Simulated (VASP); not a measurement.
# NbTe (Fm-3m) in VASP: further runs

NbTe is run at these levels: PBE; tasks: single point.

Program: VASP 6.6.1. These are calculated values, not measurements. Logs are shortened: lines on timing, memory, paths and dates and some standing lists are left out, and cuts for length are marked.

## (1) The cell of the first run

The structure is cubic, space group Fm-3m (No. 225). The conventional cell has a = 5.755 Å, b = 5.755 Å, c = 5.755 Å, α = 90.00°, β = 90.00°, γ = 90.00°. Nb (site symmetry m-3m) has 6 Te at 2.88 Å within 3.8 Å. Within 3.8 Å of Te (site symmetry m-3m) lie 6 Nb at 2.88 Å.

## (2) Single point, PBE, collinear spin

INCAR reads:

```
ALGO = Normal ; EDIFF = 1E-6
ENCUT = 520 ; GGA = PE
ISIF = 2 ; ISMEAR = 0
ISPIN = 2 ; LASPH = True
LCHARG = False ; LMAXMIX = 4
LORBIT = 11 ; LREAL = False
LWAVE = False ; MAGMOM = 1.32 -1.32 0 0
NBANDS = 31 ; NELM = 150
PREC = Accurate ; SIGMA = 0.05
```

KPOINTS reads:

```
k-points
0
Gamma
  10 10 5
```

POSCAR reads:

```
NbTe
1.0
    0.0000000000      2.8774587933      2.8774587932
    5.7549175863      2.8774587933      2.8774587932
    5.7549175863      5.7549175865      0.0000000000
Nb Te
2 2
Direct
    0.5000000000      0.5000000000      0.0000000000
    0.5000000000      0.5000000000      0.5000000000
    0.0000000000      0.0000000000      0.0000000000
    0.0000000000      0.0000000000      0.5000000000
```

Potentials or basis: VASP PAW PBE potentials, release 64 (Nb_sv, Te).

Run with:

```
cat potpaw_PBE.64/Nb_sv/POTCAR potpaw_PBE.64/Te/POTCAR > POTCAR
mpirun -np 1 vasp_std > vasp.out
```

OUTCAR:

```text
EDIFF = 1E-6
   ENCUT = 520
   GGA = PE
   ISIF = 2
   ISMEAR = 0
   ISPIN = 2
   LASPH = True
   LORBIT = 11
   LREAL = False
   NELM = 150
   PREC = Accurate

 ion  position               nearest neighbor table
   1  0.500  0.500  0.000-   3 2.88   3 2.88   4 2.88   4 2.88   4 2.88   4 2.88
   2  0.500  0.500  0.500-   4 2.88   4 2.88   3 2.88   3 2.88   3 2.88   3 2.88
   3  0.000  0.000  0.000-   1 2.88   1 2.88   2 2.88   2 2.88   2 2.88   2 2.88
   4  0.000  0.000  0.500-   2 2.88   2 2.88   1 2.88   1 2.88   1 2.88   1 2.88

  LATTYP: Found a simple tetragonal cell.
 ALAT       =     4.0693412505
 C/A-ratio  =     1.4142135623

  Lattice vectors:

 A1 = (   0.0000000000,  -2.8774587932,   2.8774587932)
 A2 = (   0.0000000000,  -2.8774587933,  -2.8774587932)
 A3 = (   5.7549175863,   0.0000000000,   0.0000000000)

Analysis of symmetry for initial positions (statically):
=====================================================================
 Subroutine PRICEL returns following result:

  LATTYP: Found a face centered cubic cell.
 ALAT       =     5.7549175864

  Lattice vectors:

 A1 = (  -2.8774587932,   2.8774587933,  -0.0000000000)
 A2 = (  -2.8774587932,   0.0000000000,   2.8774587932)
 A3 = (   0.0000000000,   2.8774587933,   2.8774587932)

   2 primitive cells build up your supercell.

 Routine SETGRP: Setting up the symmetry group for a
 simple tetragonal supercell.

 Subroutine GETGRP returns: Found 16 space group operations
 (whereof 16 operations were pure point group operations)
 out of a pool of 16 trial point group operations.

The static configuration has the point symmetry D_4h.

Analysis of symmetry for dynamics (positions and initial velocities):
=====================================================================
 Subroutine PRICEL returns following result:

  LATTYP: Found a face centered cubic cell.
 ALAT       =     5.7549175864

  Lattice vectors:

 A1 = (  -2.8774587932,   2.8774587933,  -0.0000000000)
 A2 = (  -2.8774587932,   0.0000000000,   2.8774587932)
 A3 = (   0.0000000000,   2.8774587933,   2.8774587932)

   2 primitive cells build up your supercell.

 Routine SETGRP: Setting up the symmetry group for a
 simple tetragonal supercell.

 Subroutine GETGRP returns: Found 16 space group operations
 (whereof 16 operations were pure point group operations)
 out of a pool of 16 trial point group operations.

The dynamic configuration has the point symmetry D_4h.

Analysis of structural, dynamic, and magnetic symmetry:
=====================================================================
 Subroutine PRICEL returns following result:

  LATTYP: Found a face centered cubic cell.
 ALAT       =     5.7549175864

  Lattice vectors:

 A1 = (  -2.8774587932,   2.8774587933,  -0.0000000000)
 A2 = (  -2.8774587932,   0.0000000000,   2.8774587932)
 A3 = (   0.0000000000,   2.8774587933,   2.8774587932)

   2 primitive cells build up your supercell.

 Routine SETGRP: Setting up the symmetry group for a
 simple tetragonal supercell.

 Subroutine GETGRP returns: Found 16 space group operations
 (whereof 16 operations were pure point group operations)
 out of a pool of 16 trial point group operations.

The overall configuration has the point symmetry D_4h.

 Subroutine INISYM returns: Found 16 space group operations
 (whereof 16 operations are pure point group operations),
 and found     2 'primitive' translations

----------------------------------------------------------------------------------------

                                     Primitive cell

  volume of cell :      47.6494

  direct lattice vectors                    reciprocal lattice vectors
    -2.877458793  2.877458793 -0.000000000    -0.173764435  0.173764434 -0.173764435
    -2.877458793  0.000000000  2.877458793    -0.173764435 -0.173764434  0.173764435
     0.000000000  2.877458793  2.877458793     0.173764435  0.173764434  0.173764434

  length of vectors
     4.069341251  4.069341250  4.069341251     0.300968829  0.300968829  0.300968829

  position of ions in fractional coordinates (direct lattice)
     0.500000000  0.500000000  0.500000000
     0.000000000  0.000000000  0.000000000

  ion indices of the primitive-cell ions
   primitive index   ion index
                 1           1
                 2           3

----------------------------------------------------------------------------------------

 KPOINTS: k-points

Automatic generation of k-mesh.
 Grid dimensions read from file:
 generate k-points for:   10   10    5

 Generating k-lattice:

  Cartesian coordinates                     Fractional coordinates (reciprocal lattice)
    -0.017376443  0.017376443  0.017376443     0.100000000  0.000000000 -0.000000000
     0.017376443 -0.017376443  0.017376443     0.000000000  0.100000000  0.000000000
     0.000000000  0.034752887 -0.034752887    -0.000000000 -0.000000000  0.200000000

  Length of vectors
     0.030096883  0.030096883  0.049148004

[... 71 lines left out ...]
  energy-cutoff  :      520.00
  volume of cell :       95.30
 maximum number of plane-waves:      2596
   NGX = 15   NGY = 27   NGZ = 31

 number of electron      37.9999999 magnetization       0.0000000

 number of electron      37.9999999 magnetization      -0.0000000

 Free energy of the ion-electron system (eV)
  ---------------------------------------------------
  ext. energy  EPLUGINS =         0.00000000
  ---------------------------------------------------
  free energy    TOTEN  =       -25.26629338 eV

  energy without entropy =      -25.26005542  energy(sigma->0) =      -25.26317440

 E-fermi :   9.8559     XC(G=0): -10.8172

 val. band max:        9.8502485454   @ k =   0.5000   0.3000   0.2000
 cond. band min:       9.8566506452   @ k =   0.5000   0.1000   0.0000
 fundamental gap:      0.0064020998
 Fermi energy:         9.8559179531

 spin component 1

 k-point     1 :       0.0000    0.0000    0.0000
  band No.  band energies     occupation
      1     -45.9418      1.00000
      2     -45.1360      1.00000
      3     -22.1434      1.00000
      4     -22.0952      1.00000
      5     -22.0952      1.00000
      6     -21.2186      1.00000
[... 23 lines left out ...]
     30      17.9741      0.00000
     31      19.6426      0.00000

 k-point     2 :       0.1000    0.0000   -0.0000
  band No.  band energies     occupation
      1     -45.9417      1.00000
      2     -45.1359      1.00000
      3     -22.1430      1.00000
      4     -22.0983      1.00000
      5     -22.0943      1.00000
      6     -21.2220      1.00000
[... 740 lines left out ...]
 k-point    24 :       0.4000    0.3000   -0.0000
  band No.  band energies     occupation
      1     -45.9400      1.00000
      2     -45.1342      1.00000
      3     -22.1389      1.00000
      4     -22.1210      1.00000
      5     -22.1106      1.00000
      6     -21.2453      1.00000
[... 23 lines left out ...]
     30      17.2967      0.00000
     31      17.8074      0.00000

 [... further k-points ...]

 spin component 2

 k-point     1 :       0.0000    0.0000    0.0000
  band No.  band energies     occupation
      1     -45.9418      1.00000
      2     -45.1360      1.00000
      3     -22.1434      1.00000
      4     -22.0952      1.00000
      5     -22.0952      1.00000
      6     -21.2186      1.00000
[... 23 lines left out ...]
     30      17.9741      0.00000
     31      19.6426      0.00000

 k-point     2 :       0.1000    0.0000   -0.0000
  band No.  band energies     occupation
      1     -45.9417      1.00000
      2     -45.1359      1.00000
      3     -22.1430      1.00000
      4     -22.0983      1.00000
      5     -22.0943      1.00000
      6     -21.2220      1.00000
[... 740 lines left out ...]
 k-point    24 :       0.4000    0.3000   -0.0000
  band No.  band energies     occupation
      1     -45.9400      1.00000
      2     -45.1342      1.00000
      3     -22.1389      1.00000
      4     -22.1210      1.00000
      5     -22.1106      1.00000
      6     -21.2453      1.00000
[... 23 lines left out ...]
     30      17.2967      0.00000
     31      17.8074      0.00000

 [... further k-points ...]

------------------------ aborting loop because EDIFF is reached ----------------------------------------

  FORCE on cell =-STRESS in cart. coord.  units (eV):
  Direction    XX          YY          ZZ          XY          YZ          ZX
  --------------------------------------------------------------------------------------
  -------------------------------------------------------------------------------------
  Total       -0.0628963     -0.0949012     -0.0949012     -0.0000000     -0.0000000      0.0000000
  in kB       -1.0574216     -1.5954935     -1.5954935     -0.0000000     -0.0000000      0.0000000
  external PRESSURE =      -1.4161362 kB  Pullay stress =       0.0000000 kB

 VOLUME and BASIS-vectors are now :
 -----------------------------------------------------------------------------
  energy-cutoff  :      520.00
  volume of cell :       95.30
      direct lattice vectors                 reciprocal lattice vectors
     0.000000000  2.877458793  2.877458793    -0.173764435  0.173764434  0.173764434
     5.754917586  2.877458793  2.877458793     0.173764435 -0.173764434  0.173764435
     5.754917586  5.754917587  0.000000000     0.000000000  0.173764434 -0.173764435

 POSITION                                       TOTAL-FORCE (eV/Angst)
 -----------------------------------------------------------------------------------
      2.87746      2.87746      2.87746        -0.000000      0.000000     -0.000000
      5.75492      5.75492      2.87746        -0.000000     -0.000000      0.000000
      0.00000      0.00000      0.00000         0.000000     -0.000000      0.000000
      2.87746      2.87746      0.00000         0.000000     -0.000000      0.000000
 -----------------------------------------------------------------------------------
    total drift:                                0.000000      0.000000      0.000000

  FREE ENERGIE OF THE ION-ELECTRON SYSTEM (eV)
  ---------------------------------------------------
  free  energy   TOTEN  =       -25.2662933772 eV

  energy  without entropy=      -25.2600554172  energy(sigma->0) =      -25.26317440

 total charge

# of ion       s       p       d       tot
------------------------------------------
    1        2.115   5.947   2.599  10.661
    2        2.115   5.947   2.599  10.661
    3        1.329   2.075   0.084   3.488
    4        1.329   2.075   0.084   3.488
--------------------------------------------------
tot          6.888  16.043   5.367  28.298

 magnetization (x)

# of ion       s       p       d       tot
------------------------------------------
    1        0.008   0.008   1.194   1.210
    2       -0.008  -0.008  -1.194  -1.210
    3       -0.001  -0.000  -0.006  -0.007
    4        0.001   0.000   0.006   0.007
--------------------------------------------------
tot          0.000   0.000   0.000   0.000
```

Wall time 14 min (1 thread of Intel Xeon Platinum 8259CL at 2.50GHz (Skylake/Cascade Lake), shared host); peak memory 0.56 GiB.

What came out:

```yaml
Free_energy: -25.2663 eV
Pressure: -0.1 GPa
Band_gap_on_the_k_mesh: zero (filled and empty bands overlap)
Net_moment: 0.00 μB per cell
Site_moments: Nb +1.21, -1.21; Te -0.01, +0.01 μB
Valence_electrons_inside_the_program's_atomic_spheres: Nb 10.66; Te 3.49
```

Levels at points of the mesh, in eV from the Fermi level:
Spin up:
| k point | band 16 | band 17 | band 18 | band 19 | band 20 | band 21 | band 22 | band 23 |
| --- | --- | --- | --- | --- | --- | --- | --- | --- |
| (0.00, 0.00, 0.00) | -1.46 | -1.44 | -1.31 | -1.31 | -1.06 | -0.93 | -0.83 | 0.02 |
| (0.50, 0.00, 0.00) | -4.24 | -0.18 | -0.03 | 0.08 | 0.99 | 1.08 | 1.27 | 2.28 |
| (0.50, 0.50, 0.00) | -3.05 | -2.61 | -2.61 | -0.25 | 0.01 | 0.37 | 0.95 | 1.07 |
Spin down:
| k point | band 17 | band 18 | band 19 | band 20 | band 21 | band 22 |
| --- | --- | --- | --- | --- | --- | --- |
| (0.00, 0.00, 0.00) | -1.44 | -1.31 | -1.31 | -1.06 | -0.93 | -0.83 |
| (0.50, 0.00, 0.00) | -0.18 | -0.03 | 0.08 | 0.99 | 1.08 | 1.27 |
| (0.50, 0.50, 0.00) | -2.61 | -2.61 | -0.25 | 0.01 | 0.37 | 0.95 |

Caveat: spin-orbit coupling is left out, which moves the levels of the heavy elements.

## (3) Single point, PBE, collinear spin

INCAR reads:

```
SYSTEM = NbTe
ALGO = Normal
EDIFF = 1E-6
ENCUT = 520
GGA = PE
ISIF = 2
ISMEAR = 0
ISPIN = 2
LASPH = .True.
LCHARG = .False.
LMAXMIX = 4
LORBIT = 11
LREAL = .False.
LWAVE = .False.
MAGMOM = 2 -2 0 0
NBANDS = 31
NELM = 150
PREC = Accurate
SIGMA = 0.05
```

KPOINTS reads:

```
k-points
0
Gamma
  10 10 5
  0 0 0
```

Changes to POSCAR since step 2:

```diff
@@ -4,3 +4,3 @@
     5.7549175863      2.8774587933      2.8774587932
-    5.7549175863      5.7549175865      0.0000000000
+    5.7549175863      5.7549175865     -0.0000000001
 Nb Te
```

Potentials or basis: VASP PAW PBE potentials, release 64 (Nb_sv, Te).

Run with:

```
cat potpaw_PBE.64/Nb_sv/POTCAR potpaw_PBE.64/Te/POTCAR > POTCAR
mpirun -np 1 vasp_std > vasp.out
```

It took 11 min on 1 thread of Intel Xeon Platinum 8259CL at 2.50GHz (Skylake/Cascade Lake), shared host; peak memory 0.55 GiB.

The run converged. Its results:

| Item | Value |
| --- | --- |
| Free energy | -25.2663 eV |
| Pressure | -0.1 GPa |
| Band gap on the k mesh | zero (filled and empty bands overlap) |
| Net moment | 0.00 μB per cell |
| Site moments | Nb +1.21, -1.21; Te -0.01, +0.01 μB |
| Valence electrons inside the program's atomic spheres | Nb 10.66; Te 3.49 |

Levels at points of the mesh, in eV from the Fermi level:
Spin up:
```
           k point  band 16  band 17  band 18  band 19  band 20  band 21  band 22  band 23
(0.00, 0.00, 0.00)    -1.46    -1.44    -1.31    -1.31    -1.06    -0.93    -0.83     0.02
(0.50, 0.00, 0.00)    -4.24    -0.18    -0.03     0.08     0.99     1.08     1.27     2.28
(0.50, 0.50, 0.00)    -3.05    -2.61    -2.61    -0.25     0.01     0.37     0.95     1.07
```
Spin down:
```
           k point  band 15  band 16  band 17  band 18  band 19  band 20  band 21  band 22  band 23  band 24
(0.00, 0.00, 0.00)    -1.46    -1.46    -1.44    -1.31    -1.31    -1.06    -0.93    -0.83     0.02     1.15
(0.50, 0.00, 0.00)    -4.26    -4.24    -0.18    -0.03     0.08     0.99     1.08     1.27     2.28     2.34
(0.50, 0.50, 0.00)    -3.08    -3.05    -2.61    -2.61    -0.25     0.01     0.37     0.95     1.07     1.07
```

Caveat: spin-orbit coupling is left out, which moves the levels of the heavy elements.

## (4) Single point, PBE, collinear spin (23.57 Å³/atom)

This run uses another cell than the first one, of 23.57 Å³/atom.

INCAR reads:

```
  PREC = Accurate
  ENCUT = 520
  EDIFF = 1E-6
  ISMEAR = 0
  SIGMA = 0.05
  LREAL = F
  LASPH = T
  NELM = 150
  ALGO = Normal
  ISIF = 2
  LWAVE = F
  LCHARG = T
  ISPIN = 2
  MAGMOM = 1.21 -1.21 0 0
  LORBIT = 11
  LMAXMIX = 4
  GGA = PE
  LELF = T
  LVHAR = T
  NBANDS = 31
```

KPOINTS reads:

```
regular mesh
0
Gamma
  10 10 5
```

POSCAR reads:

```
NbTe
1.0
    0.0000000000      2.8673516887      2.8673516886
    5.7347033773      2.8673516887      2.8673516887
    5.7347033773      5.7347033774     -0.0000000001
Nb Te
2 2
Direct
    0.5000000000      0.5000000000      0.0000000000
    0.5000000000      0.5000000000      0.5000000000
    0.0000000000      0.0000000000      0.0000000000
    0.0000000000      0.0000000000      0.5000000000
```

Run with:

```
cat potpaw_PBE.64/Nb_sv/POTCAR potpaw_PBE.64/Te/POTCAR > POTCAR
mpirun -np 1 vasp_std > vasp.out
```

It took 21 min on 1 thread of Intel Xeon Platinum 8175M at 2.50GHz (Skylake/Cascade Lake), shared host; peak memory 0.53 GiB.

The run converged. Its results:

```yaml
Free_energy: -25.2644 eV
Pressure: 0.7 GPa
Band_gap_on_the_k_mesh: zero (filled and empty bands overlap)
Net_moment: 0.00 μB per cell
Site_moments: Nb +1.17, -1.17; Te -0.01, +0.01 μB
Valence_electrons_inside_the_program's_atomic_spheres: Nb 10.67; Te 3.50
```

Levels at points of the mesh, in eV from the Fermi level:
Spin up:
```tsv
k point	band 16	band 17	band 18	band 19	band 20	band 21	band 22	band 23
(0.00, 0.00, 0.00)	-1.46	-1.45	-1.34	-1.34	-1.10	-0.95	-0.85	0.00
(0.50, 0.00, 0.00)	-4.29	-0.18	-0.02	0.09	0.96	1.05	1.25	2.28
(0.50, 0.50, 0.00)	-3.08	-2.66	-2.66	-0.25	-0.01	0.39	0.97	1.06
```
Spin down:
```csv
k point,band 17,band 18,band 19,band 20,band 21,band 22
"(0.00, 0.00, 0.00)",-1.45,-1.34,-1.34,-1.10,-0.95,-0.85
"(0.50, 0.00, 0.00)",-0.18,-0.02,0.09,0.96,1.05,1.25
"(0.50, 0.50, 0.00)",-2.66,-2.66,-0.25,-0.01,0.39,0.97
```

Caveat: spin-orbit coupling is left out, which moves the levels of the heavy elements.

## (5) Single point, PBE

This run uses another cell than the first one: it holds 2 atoms, not 4.

INCAR reads:

```
PREC = Accurate
ENCUT = 520
EDIFF = 1E-6
ISMEAR = 0
SIGMA = 0.05
LREAL = False
LASPH = True
NELM = 60
ALGO = Normal
ISIF = 2
LWAVE = False
LCHARG = True
GGA = PE
LELF = True
LVHAR = True
NBANDS = 16
```

KPOINTS reads:

```
Automatic mesh
0
Gamma
  10 10 10
```

POSCAR reads:

```
NbTe
1.0
    0.0000000000      2.8559309941      2.8559309941
    2.8559309941      0.0000000000      2.8559309941
    2.8559309941      2.8559309941      0.0000000000
Nb Te
1 1
Direct
    0.5000000000      0.5000000000      0.5000000000
    0.0000000000      0.0000000000      0.0000000000
```

Run with:

```
cat potpaw_PBE.64/Nb_sv/POTCAR potpaw_PBE.64/Te/POTCAR > POTCAR
mpirun -np 1 vasp_std > vasp.out
```

It took 52 s on 1 thread of Intel Xeon 6975P-C (Granite Rapids), shared host; peak memory 0.18 GiB.

Results (log left out):

| Property | Result |
| --- | --- |
| Free energy | -12.5696 eV |
| Pressure | -0.9 GPa |
| Band gap on the k mesh | zero (an odd number of electrons rules out a gap without spin polarisation) |

Levels at points of the mesh, in eV from the Fermi level:
```tsv
k point	band 6	band 7	band 8	band 9	band 10	band 11	band 12	band 13	band 14	band 15
(0.00, 0.00, 0.00)	-1.52	-1.52	-1.52	-1.38	-1.38	-1.38	-1.01	-1.01	3.01	6.21
(0.50, 0.00, 0.00)	-6.98	-4.53	-4.53	0.19	0.19	0.63	2.24	4.71	4.71	5.00
(0.50, 0.50, 0.00)	-5.59	-3.19	-3.19	-2.78	-0.27	0.78	0.78	1.06	2.45	8.14
```

Caveat: spin-orbit coupling is left out, which moves the levels of the heavy elements.

## (6) The runs side by side

```tsv
spin	cell	k mesh	gap on the mesh (eV)	pressure (GPa)	moment (μB)
collinear	a = 4.069, b = 7.048, c = 8.139 Å, angles 30.0, 60.0, 54.7°, 4 atoms, atomic positions A	10 × 10 × 5	none	-0.1	0.00
collinear	a = 4.055, b = 7.024, c = 8.110 Å, angles 30.0, 60.0, 54.7°, 4 atoms, atomic positions A	10 × 10 × 5	none	0.7	0.00
off	a = 4.039 Å, angles 60.0°, 2 atoms, atomic positions B	10 × 10 × 10	none	-0.9	-
```

Alike in all rows: task single point; level PBE; potentials or basis VASP PAW PBE potentials, release 64 (Nb_sv, Te); cutoff (eV) 520; smearing gaussian 0.05 eV.

Caveats: spin-orbit coupling is left out, which moves the levels of the heavy elements.

Absolute energies hang on the potentials; compare differences alone.
